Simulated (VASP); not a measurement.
# RbNa2 (P4_2/nmc) in VASP: further runs

The runs below take RbNa2 through single point, relaxation of cell and atoms, with PBE.

All numbers are computed with VASP 6.6.1; they aren't measurements. Logs are shortened: lines on timing, memory, paths and dates and some standing lists are left out, and cuts for length are marked.

**1. The cell of the first run**

Symmetry: P4_2/nmc, No. 137, tetragonal system. Conventional cell: a = 3.889 Å, b = 3.889 Å, c = 11.214 Å, α = 90.00°, β = 90.00°, γ = 90.00°. Rb (site symmetry -4m2) has 4 Na at 2.40 Å within 3.2 Å. Na (site symmetry 2mm) has 2 Rb at 2.40 Å within 3.2 Å.

The cell was generated, and may not be a known phase.

**2. Single point, PBE**

INCAR

```
SYSTEM = RbNa2
  PREC = Accurate
  ENCUT = 520
  EDIFF = 1E-6
  ISMEAR = 0
  SIGMA = 0.1
  LREAL = .FALSE.
  LASPH = .TRUE.
  NELM = 100
  ALGO = Normal
  ISIF = 2
  LWAVE = .FALSE.
  LCHARG = .FALSE.
  GGA = PE
  NBANDS = 32
```

KPOINTS

```
Automatic mesh
0
G
  4 4 2
  0 0 0
```

POSCAR

```
RbNa2
1.0
    3.8885786000      0.0000000000      0.0000000000
    0.0000000000      3.8885786000      0.0000000000
    0.0000000000      0.0000000000     11.2138198400
Rb Na
2 4
Direct
    0.0000000000      0.0000000000      0.0000000000
    0.5000000000      0.5000000000      0.5000000000
    0.0000000000      0.5000000000      0.1250000000
    0.0000000000      0.5000000000      0.6250000000
    0.5000000000      0.0000000000      0.3750000000
    0.5000000000      0.0000000000      0.8750000000
```

Potentials or basis: VASP PAW PBE potentials, release 64 (Rb_sv, Na_pv).

Launch:

```console
$ cat potpaw_PBE.64/Rb_sv/POTCAR potpaw_PBE.64/Na_pv/POTCAR > POTCAR
$ mpirun -np 1 vasp_std > vasp.out
```

OUTCAR:

```text
SYSTEM = RbNa2
   PREC = Accurate
   ENCUT = 520
   EDIFF = 1E-6
   ISMEAR = 0
   LREAL = .FALSE.
   LASPH = .TRUE.
   NELM = 100
   ISIF = 2
   GGA = PE

 ion  position               nearest neighbor table
   1  0.000  0.000  0.000-   3 2.40   6 2.40   3 2.40   6 2.40
   2  0.500  0.500  0.500-   4 2.40   5 2.40   5 2.40   4 2.40
   3  0.000  0.500  0.125-   1 2.40   1 2.40
   4  0.000  0.500  0.625-   2 2.40   2 2.40
   5  0.500  0.000  0.375-   2 2.40   2 2.40
   6  0.500  0.000  0.875-   1 2.40   1 2.40

  LATTYP: Found a simple tetragonal cell.
 ALAT       =     3.8885786000
 C/A-ratio  =     2.8837837661

  Lattice vectors:

 A1 = (   3.8885786000,   0.0000000000,   0.0000000000)
 A2 = (   0.0000000000,   3.8885786000,   0.0000000000)
 A3 = (   0.0000000000,   0.0000000000,  11.2138198400)

Analysis of symmetry for initial positions (statically):
=====================================================================
 Subroutine PRICEL returns:
 Original cell was already a primitive cell.

 Routine SETGRP: Setting up the symmetry group for a
 simple tetragonal supercell.

 Subroutine GETGRP returns: Found 16 space group operations
 (whereof  8 operations were pure point group operations)
 out of a pool of 16 trial point group operations.

The static configuration has the point symmetry D_2d.
 The point group associated with its full space group is D_4h.

Analysis of symmetry for dynamics (positions and initial velocities):
=====================================================================
 Subroutine PRICEL returns:
 Original cell was already a primitive cell.

 Routine SETGRP: Setting up the symmetry group for a
 simple tetragonal supercell.

 Subroutine GETGRP returns: Found 16 space group operations
 (whereof  8 operations were pure point group operations)
 out of a pool of 16 trial point group operations.

The dynamic configuration has the point symmetry D_2d.
 The point group associated with its full space group is D_4h.

 Subroutine INISYM returns: Found 16 space group operations
 (whereof  8 operations are pure point group operations),
 and found     1 'primitive' translations

----------------------------------------------------------------------------------------

                                     Primitive cell

  volume of cell :     169.5647

  direct lattice vectors                    reciprocal lattice vectors
     3.888578600  0.000000000  0.000000000     0.257163376  0.000000000  0.000000000
     0.000000000  3.888578600  0.000000000     0.000000000  0.257163376  0.000000000
     0.000000000  0.000000000 11.213819840     0.000000000  0.000000000  0.089175679

  length of vectors
     3.888578600  3.888578600 11.213819840     0.257163376  0.257163376  0.089175679

  position of ions in fractional coordinates (direct lattice)
     0.000000000  0.000000000  0.000000000
     0.500000000  0.500000000  0.500000000
     0.000000000  0.500000000  0.125000000
     0.000000000  0.500000000  0.625000000
     0.500000000  0.000000000  0.375000000
     0.500000000  0.000000000  0.875000000

  ion indices of the primitive-cell ions
   primitive index   ion index
                 1           1
                 2           2
                 3           3
                 4           4
                 5           5
                 6           6

----------------------------------------------------------------------------------------

 KPOINTS: Automatic mesh

Automatic generation of k-mesh.
 Grid dimensions read from file:
 generate k-points for:    4    4    2

 Generating k-lattice:

  Cartesian coordinates                     Fractional coordinates (reciprocal lattice)
     0.064290844  0.000000000  0.000000000     0.250000000  0.000000000  0.000000000
     0.000000000  0.064290844  0.000000000     0.000000000  0.250000000  0.000000000
     0.000000000  0.000000000  0.044587840     0.000000000  0.000000000  0.500000000

  Length of vectors
     0.064290844  0.064290844  0.044587840

  Shift w.r.t. Gamma in fractional coordinates (k-lattice)
     0.000000000  0.000000000  0.000000000

 Subroutine IBZKPT returns following result:
 ===========================================

 Found     12 irreducible k-points:

 Following reciprocal coordinates:
            Coordinates               Weight
  0.000000  0.000000  0.000000      1.000000
  0.250000  0.000000  0.000000      4.000000
  0.500000  0.000000  0.000000      2.000000
  0.250000  0.250000  0.000000      4.000000
  0.500000  0.250000  0.000000      4.000000
  0.500000  0.500000  0.000000      1.000000
  0.000000  0.000000  0.500000      1.000000
  0.250000  0.000000  0.500000      4.000000
  0.500000  0.000000  0.500000      2.000000
  0.250000  0.250000  0.500000      4.000000
  0.500000  0.250000  0.500000      4.000000
  0.500000  0.500000  0.500000      1.000000
   k-points           NKPTS =     12   k-points in BZ     NKDIM =     12   number of bands    NBANDS=     32
   number of dos      NEDOS =    301   number of ions     NIONS =      6
   total plane-waves  NPLWV =  75600
   dimension x,y,z NGX =    30 NGY =   30 NGZ =   84
   dimension x,y,z NGXF=    60 NGYF=   60 NGZF=  168
   ions per type =               2   4
   NGX,Y,Z   is equivalent  to a cutoff of  12.83, 12.83, 12.45 a.u.
   NGXF,Y,Z  is equivalent  to a cutoff of  25.65, 25.65, 24.91 a.u.
 SYSTEM =  RbNa2
   PREC   = accura    normal or accurate (medium, high low for compatibility)
   ISTART =      0    job   : 0-new  1-cont  2-samecut
   ICHARG =      2    charge: 1-file 2-atom 10-const
   ISPIN  =      1    spin polarized calculation?
   LNONCOLLINEAR =      F non collinear calculations
   LSORBIT =      F    spin-orbit coupling
   LASPH  =      T    aspherical Exc in radial PAW
   ENCUT  =  520.0 eV  38.22 Ry    6.18 a.u.   7.23  7.23 20.85*2*pi/ulx,y,z
   NELM   =    100;   NELMIN=  2; NELMDL= -5     # of ELM steps
   EDIFF  = 0.1E-05   stopping-criterion for ELM
   LREAL  =      F    real-space projection
   EDIFFG = 0.1E-04   stopping-criterion for IOM
   NSW    =      0    number of steps for IOM
   IBRION =     -1    ionic relax: 0-MD 1-quasi-New 2-CG
   NFREE  =      0    steps in history (QN), initial steepest desc. (CG)
   ISIF   =      2    stress and relaxation
   ISYM   =      2    0-nonsym 1-usesym 2-fastsym
   POTIM  = 0.5000    time-step for ionic-motion
   TEBEG  =    0.0;   TEEND  =   0.0 temperature during run
   PSTRESS=    0.0 pullay stress
   NELECT =      46.0000    total number of electrons
   NUPDOWN=      -1.0000    fix difference up-down
   EMIN   =  10.00;   EMAX   =-10.00  energy-range for DOS
   EFERMI =   0.00;   METHOD = LEGACY
   ISMEAR =     0;   SIGMA  =   0.10  broadening in eV -4-tet -1-fermi 0-gaus
   EFERMI_NEDOS =   21; number of points for ismear=-14 and -15
   IALGO  =     38    algorithm
   IMIX   =      4    mixing-type and parameters
     AMIX     =   0.40;   BMIX     =  1.00
     AMIX_MAG =   1.60;   BMIX_MAG =  1.00
  volume/ion in A,a.u.               =      28.26       190.71
  Fermi-wavevector in a.u.,A,eV,Ry     =   1.059780  2.002694 15.281157  1.123133
  Thomas-Fermi vector in A             =   2.195137
   LORBIT       =      0    0 simple, 1 ext, 2 COOP (PROOUT), +10 PAW based schemes
   GGA     = PE    functional components
   LHFCALC =     F    Hartree Fock is set to
   AEXX    =    0.0000 exact exchange contribution
   IVDW    =     0    specifies the selected vdW correction
   LEPSILON=     F    determine dielectric tensor
   LRPA    =     F    only Hartree local field effects (RPA)
 non-spin polarized calculation
 Gauss-broadening in eV      SIGMA  =   0.10
  energy-cutoff  :      520.00
  volume of cell :      169.56
 maximum number of plane-waves:      4594
 NGX is ok and might be reduce to    30
   NGX = 15   NGY = 15   NGZ = 41

 number of electron      46.0000023 magnetization

 Free energy of the ion-electron system (eV)
  ---------------------------------------------------
  ext. energy  EPLUGINS =         0.00000000
  ---------------------------------------------------
  free energy    TOTEN  =         2.69000481 eV

  energy without entropy =        2.70548981  energy(sigma->0) =        2.69774731

 E-fermi :   2.3095     XC(G=0):  -7.9107

 val. band max:        2.1558858720   @ k =   0.0000   0.0000   0.0000
 cond. band min:       2.3107490835   @ k =   0.5000   0.2500   0.5000
 fundamental gap:      0.1548632114
 Fermi energy:         2.3094749336

 k-point     1 :       0.0000    0.0000    0.0000
  band No.  band energies     occupation
      1     -27.9203      2.00000
      2     -27.9199      2.00000
      3     -24.1425      2.00000
      4     -24.1425      2.00000
      5     -24.1391      2.00000
      6     -24.1391      2.00000
[... 24 lines left out ...]
     31       7.0772      0.00000
     32       7.0772      0.00000

 k-point     2 :       0.2500    0.0000    0.0000
  band No.  band energies     occupation
      1     -27.9229      2.00000
      2     -27.9225      2.00000
      3     -24.1413      2.00000
      4     -24.1389      2.00000
      5     -24.1157      2.00000
      6     -24.1153      2.00000
[... 24 lines left out ...]
     31       6.4764      0.00000
     32       6.5226      0.00000

 k-point     3 :       0.5000    0.0000    0.0000
  band No.  band energies     occupation
      1     -27.9254      2.00000
      2     -27.9254      2.00000
      3     -24.1394      2.00000
      4     -24.1394      2.00000
      5     -24.0798      2.00000
      6     -24.0798      2.00000
[... 24 lines left out ...]
     31       5.6824      0.00000
     32       5.6824      0.00000

 k-point     4 :       0.2500    0.2500    0.0000
  band No.  band energies     occupation
      1     -27.9256      2.00000
      2     -27.9253      2.00000
      3     -24.1547      2.00000
      4     -24.1533      2.00000
      5     -24.0774      2.00000
      6     -24.0749      2.00000
[... 24 lines left out ...]
     31       5.5205      0.00000
     32       6.0917      0.00000

 k-point     5 :       0.5000    0.2500    0.0000
  band No.  band energies     occupation
      1     -27.9282      2.00000
      2     -27.9282      2.00000
      3     -24.1580      2.00000
      4     -24.1580      2.00000
      5     -24.0342      2.00000
      6     -24.0342      2.00000
[... 24 lines left out ...]
     31       5.9765      0.00000
     32       5.9765      0.00000

 k-point     6 :       0.5000    0.5000    0.0000
  band No.  band energies     occupation
      1     -27.9312      2.00000
      2     -27.9312      2.00000
      3     -24.1663      2.00000
      4     -24.1663      2.00000
      5     -23.9836      2.00000
      6     -23.9836      2.00000
[... 24 lines left out ...]
     31       5.8527      0.00000
     32       5.8527      0.00000

 k-point     7 :       0.0000    0.0000    0.5000
  band No.  band energies     occupation
      1     -27.9201      2.00000
      2     -27.9201      2.00000
      3     -24.1425      2.00000
      4     -24.1425      2.00000
      5     -24.1391      2.00000
      6     -24.1391      2.00000
[... 24 lines left out ...]
     31       6.8151      0.00000
     32       6.8151      0.00000

 k-point     8 :       0.2500    0.0000    0.5000
  band No.  band energies     occupation
      1     -27.9227      2.00000
      2     -27.9227      2.00000
      3     -24.1413      2.00000
      4     -24.1389      2.00000
      5     -24.1155      2.00000
      6     -24.1154      2.00000
[... 24 lines left out ...]
     31       6.4664      0.00000
     32       6.5149      0.00000

 k-point     9 :       0.5000    0.0000    0.5000
  band No.  band energies     occupation
      1     -27.9254      2.00000
      2     -27.9254      2.00000
      3     -24.1394      2.00000
      4     -24.1394      2.00000
      5     -24.0798      2.00000
      6     -24.0798      2.00000
[... 24 lines left out ...]
     31       5.6811      0.00000
     32       5.6811      0.00000

 k-point    10 :       0.2500    0.2500    0.5000
  band No.  band energies     occupation
      1     -27.9254      2.00000
      2     -27.9254      2.00000
      3     -24.1540      2.00000
      4     -24.1540      2.00000
      5     -24.0762      2.00000
      6     -24.0762      2.00000
[... 24 lines left out ...]
     31       5.6844      0.00000
     32       5.6845      0.00000

 k-point    11 :       0.5000    0.2500    0.5000
  band No.  band energies     occupation
      1     -27.9282      2.00000
      2     -27.9282      2.00000
      3     -24.1580      2.00000
      4     -24.1580      2.00000
      5     -24.0342      2.00000
      6     -24.0342      2.00000
[... 24 lines left out ...]
     31       6.2077      0.00000
     32       6.2077      0.00000

 k-point    12 :       0.5000    0.5000    0.5000
  band No.  band energies     occupation
      1     -27.9312      2.00000
      2     -27.9312      2.00000
      3     -24.1663      2.00000
      4     -24.1663      2.00000
      5     -23.9834      2.00000
      6     -23.9834      2.00000
[... 24 lines left out ...]
     31       6.5787      0.00000
     32       6.5787      0.00000

------------------------ aborting loop because EDIFF is reached ----------------------------------------

  FORCE on cell =-STRESS in cart. coord.  units (eV):
  Direction    XX          YY          ZZ          XY          YZ          ZX
  --------------------------------------------------------------------------------------
  -------------------------------------------------------------------------------------
  Total       16.9647292     16.9647292     14.4608742      0.0000000      0.0000000     -0.0000000
  in kB      160.2958118    160.2958118    136.6374639      0.0000000      0.0000000     -0.0000000
  external PRESSURE =     152.4096958 kB  Pullay stress =       0.0000000 kB

 VOLUME and BASIS-vectors are now :
 -----------------------------------------------------------------------------
  energy-cutoff  :      520.00
  volume of cell :      169.56
      direct lattice vectors                 reciprocal lattice vectors
     3.888578600  0.000000000  0.000000000     0.257163376  0.000000000  0.000000000
     0.000000000  3.888578600  0.000000000     0.000000000  0.257163376  0.000000000
     0.000000000  0.000000000 11.213819840     0.000000000  0.000000000  0.089175679

 POSITION                                       TOTAL-FORCE (eV/Angst)
 -----------------------------------------------------------------------------------
      0.00000      0.00000      0.00000         0.000000      0.000000      0.000000
      1.94429      1.94429      5.60691         0.000000      0.000000      0.000000
      0.00000      1.94429      1.40173         0.000000      0.000000      3.221885
      0.00000      1.94429      7.00864         0.000000      0.000000      3.221885
      1.94429      0.00000      4.20518         0.000000      0.000000     -3.221885
      1.94429      0.00000      9.81209        -0.000000      0.000000     -3.221885
 -----------------------------------------------------------------------------------
    total drift:                                0.000000     -0.000000      0.000000

  FREE ENERGIE OF THE ION-ELECTRON SYSTEM (eV)
  ---------------------------------------------------
  free  energy   TOTEN  =         2.6900048113 eV

  energy  without entropy=        2.7054898123  energy(sigma->0) =        2.69774731
```

Wall time 62 s (1 thread of Oxide Virtual Turin-like, shared host); peak memory 0.23 GiB.

What came out:

- Free energy: 2.6900 eV
- Pressure: 15.2 GPa
- Largest force: 3.222 eV/Å
- Band gap on the k mesh: zero (bands 23 and 24 overlap by 2.27 eV)

Forces in eV/Å, atoms in the order of the input:
```
Rb   0.000  0.000  0.000
Rb   0.000  0.000  0.000
Na   0.000  0.000  3.222
Na   0.000  0.000  3.222
Na   0.000  0.000 -3.222
Na   0.000  0.000 -3.222
```

Levels at points of the mesh, in eV from the Fermi level:
| k point | band 20 | band 21 | band 22 | band 23 | band 24 | band 25 | band 26 | band 27 |
| --- | --- | --- | --- | --- | --- | --- | --- | --- |
| (0.00, 0.00, 0.00) | -14.03 | -3.33 | -2.14 | -1.80 | -0.15 | 1.27 | 1.79 | 2.20 |
| (0.50, 0.00, 0.00) | -13.99 | -0.66 | -0.66 | -0.21 | -0.21 | 0.81 | 0.81 | 1.95 |
| (0.50, 0.50, 0.00) | -14.15 | -0.80 | -0.80 | 1.22 | 1.22 | 1.87 | 1.87 | 1.98 |
| (0.00, 0.00, 0.50) | -14.03 | -2.96 | -2.96 | -0.79 | -0.79 | 1.53 | 1.53 | 2.61 |
| (0.50, 0.00, 0.50) | -13.99 | -0.68 | -0.68 | -0.24 | -0.24 | 0.97 | 0.97 | 2.24 |
| (0.50, 0.50, 0.50) | -14.15 | -0.79 | -0.79 | 1.48 | 1.48 | 1.48 | 1.48 | 1.60 |

Caveat: the k points lie up to 0.40 Å⁻¹ apart, too coarse for converged energies and pressures of a metal; forces of over 1 eV/Å act on the atoms, so gaps and moduli don't describe the material at rest.

**3. Relaxation of cell and atoms, PBE**

INCAR

```
SYSTEM = RbNa2
ALGO = Normal
EDIFF = 1E-6
EDIFFG = -0.04
ENCUT = 600
GGA = PE
IBRION = 2
ISIF = 3
ISMEAR = 0
LASPH = .TRUE.
LCHARG = .FALSE.
LREAL = .FALSE.
LWAVE = .FALSE.
NELM = 60
NSW = 90
PREC = Accurate
SIGMA = 0.1
```

KPOINTS

```
k-points
0
G
  4 4 2
  0 0 0
```

POSCAR is that of step 2.

Potentials or basis: VASP PAW PBE potentials, release 64 (Rb_sv, Na_pv).

Launch:

```console
$ cat potpaw_PBE.64/Rb_sv/POTCAR potpaw_PBE.64/Na_pv/POTCAR > POTCAR
$ mpirun -np 1 vasp_std > vasp.out
```

It took 17 min on 1 thread of Oxide Virtual Turin-like, shared host; peak memory 0.29 GiB.

It converged, with:

* Free energy: -6.7190 eV
* Relaxed volume: 55.98 Å³/atom
* Relaxed cell: a = 4.908 Å, b = 4.908 Å, c = 13.941 Å, α = 90.00°, β = 90.00°, γ = 90.00°
* Space group after relaxing (to 0.1 Å): I4/mmm (No. 139)
* Energy gained by relaxing: 1568.1 meV/atom
* Ionic steps: 22
* Pressure after relaxing: 0.1 GPa
* Largest force after relaxing: 0.018 eV/Å
* Band gap on the k mesh: zero (bands 23 and 24 overlap by 1.43 eV)

Forces in eV/Å, atoms in the order of the input:
```
Rb   0.000  0.000  0.000
Rb   0.000  0.000  0.000
Na   0.000  0.000  0.018
Na   0.000  0.000  0.018
Na   0.000  0.000 -0.018
Na   0.000  0.000 -0.018
```

Step by step:
| step | energy change (eV) | largest force (eV/Å) | pressure (GPa) | volume (Å³) |
| --- | --- | --- | --- | --- |
| 1 | 0.0000 | 3.2219 | 15.24 | 169.56 |
| 2 | -5.2008 | 1.5653 | 3.90 | 244.44 |
| 3 | -6.7201 | 1.0945 | 1.62 | 303.76 |
| 4 | -7.8108 | 0.4961 | -0.17 | 449.64 |
| 5 | -7.8211 | 0.4724 | -0.22 | 459.32 |
| 6 | -7.8262 | 0.4556 | -0.26 | 467.15 |
| 7 | -7.9149 | 0.4605 | -0.26 | 457.83 |
| 8 | -8.1869 | 0.4664 | -0.29 | 430.27 |
| 9 | -8.7144 | 0.4076 | -0.24 | 377.06 |
| 10 | -8.8235 | 0.1451 | 1.29 | 278.95 |
| 11 | -9.0397 | 0.2304 | 0.09 | 330.37 |
| 12 | -9.0599 | 0.1094 | 0.41 | 310.27 |
| 13 | -9.0644 | 0.1353 | 0.34 | 314.42 |
| 14 | -9.1282 | 0.0838 | -0.01 | 337.75 |
| 15 | -9.1384 | 0.0732 | -0.14 | 349.72 |
| 16 | -9.2109 | 0.0960 | -0.17 | 353.50 |
| 17 | -9.3200 | 0.1297 | -0.21 | 360.06 |
| 18 | -9.3237 | 0.1199 | -0.19 | 360.47 |
| 19 | -9.3555 | 0.0632 | -0.01 | 345.86 |
| 20 | -9.3557 | 0.0596 | -0.02 | 344.90 |
| 21 | -9.4047 | 0.0272 | 0.03 | 338.49 |
| 22 | -9.4088 | 0.0178 | 0.06 | 335.87 |

Final structure:
```yaml
crystal:
  lattice:
    - [4.90837, 0.00000, 0.00000]
    - [0.00000, 4.90837, 0.00000]
    - [0.00000, 0.00000, 13.94114]
  atoms:
    - { symbol: Rb, position: [0.00000, 0.00000, 0.00000] }
    - { symbol: Rb, position: [0.50000, 0.50000, 0.50000] }
    - { symbol: Na, position: [0.00000, 0.50000, 0.24669] }
    - { symbol: Na, position: [0.00000, 0.50000, 0.74669] }
    - { symbol: Na, position: [0.50000, 0.00000, 0.25331] }
    - { symbol: Na, position: [0.50000, 0.00000, 0.75331] }
```

Levels at points of the mesh, in eV from the Fermi level:
```tsv
k point	band 21	band 22	band 23	band 24	band 25	band 26
(0.00, 0.00, 0.00)	-2.45	-1.89	-1.08	0.86	0.93	2.49
(0.50, 0.00, 0.00)	-0.82	-0.82	-0.44	-0.44	0.64	0.64
(0.50, 0.50, 0.00)	0.49	0.49	0.90	0.90	0.94	0.94
(0.00, 0.00, 0.50)	-2.25	-2.25	-0.36	-0.36	2.20	2.20
(0.50, 0.00, 0.50)	-0.78	-0.78	-0.53	-0.53	0.94	0.94
(0.50, 0.50, 0.50)	0.67	0.67	0.71	0.71	0.92	0.92
```

Caveat: the k points lie up to 0.32 Å⁻¹ apart in the final cell, too coarse for converged energies and pressures of a metal; the volume moved by over 15 % at a fixed basis, so the end points are rough.

The gap in the log of VASP goes by the Fermi energy; the results here count the filled bands.